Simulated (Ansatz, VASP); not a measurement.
**Two plane-wave programs on CaF2**

The input INCAR:

```
SYSTEM = CaF2
ALGO     = Normal         ! electronic algorithm
EDIFF    = 1E-6           ! SCF threshold, eV
ENCUT    = 600            ! plane-wave cutoff, eV
GGA      = PE             ! functional
GGA_COMPAT= .False.      
ISIF     = 2              ! what is computed and relaxed
ISMEAR   = -1             ! smearing method
LASPH    = .True.         ! aspherical terms in the spheres
LCHARG   = .False.        ! write CHGCAR
LREAL    = .False.        ! projectors in reciprocal space
LWAVE    = .False.        ! write WAVECAR
NBANDS   = 19             ! bands
NELM     = 120            ! most SCF steps
PREC     = Accurate       ! precision mode
SIGMA    = 0.02           ! smearing width, eV
```

The input KPOINTS:

```
k-points
0
Gamma
  8 8 8
  0 0 0
```

The input POSCAR:

```
CaF2
1.0
    0.0000000000      2.6108092549      2.6108092549
    2.6108092549      0.0000000000      2.6108092549
    2.6108092549      2.6108092549      0.0000000000
Ca F
1 2
Direct
    0.0000000000      0.0000000000      0.0000000000
    0.2500000000      0.2500000000      0.2500000000
    0.7500000000      0.7500000000      0.7500000000
```

Input for Ansatz:

```yaml
crystal:
  lattice:
    - [0.0, 2.6108092549, 2.6108092549]
    - [2.6108092549, 0.0, 2.6108092549]
    - [2.6108092549, 2.6108092549, 0.0]
  atoms:
    - { symbol: Ca, position: [0.0, 0.0, 0.0] }
    - { symbol: F, position: [0.25, 0.25, 0.25] }
    - { symbol: F, position: [0.75, 0.75, 0.75] }
kpoints:
  mp_grid: { grid: [8, 8, 8] }
  band_path:
    path:
      - [0.0, 0.0, 0.0]
      - [0.5, 0.0, 0.5]
      - [0.625, 0.25, 0.625]
      - [0.375, 0.375, 0.75]
      - [0.5, 0.5, 0.5]
      - [0.5, 0.25, 0.75]
      - [0.0, 0.5, 0.5]
    npoints: 1
hamiltonian:
  xc: pbe
scf:
  occupations: { method: fermi_dirac, width: 0.02 }
  n_extra_bands: 4
output:
  forces: true
  stress: true
  eigenvalues: true
```

Change from the starting cell: hydrostatic strain -4.0%.

Alike in both runs: task single point; functional PBE; k mesh 8 × 8 × 8; occupations fermi-dirac, width 0.02 eV; no spin polarisation.

|  | VASP | Ansatz |
| --- | --- | --- |
| version | VASP 6.6.1 | Ansatz 0.2.0 |
| potentials or method | VASP PAW PBE potentials, release 64 (Ca_sv, F) | plane waves, PAW |
| plane-wave cutoff (eV) | 600 | 420 |
| valence electrons in the cell | 24 | 24 |

VASP gave:

| Item | Value |
| --- | --- |
| gap on the k mesh at the Fermi level (eV) | 8.12 |
| pressure (GPa) | 18.6 |

Problem. Estimate Ansatz's values.

Solution. gap on the k mesh at the Fermi level (eV): 8.15; pressure (GPa): 18.0.
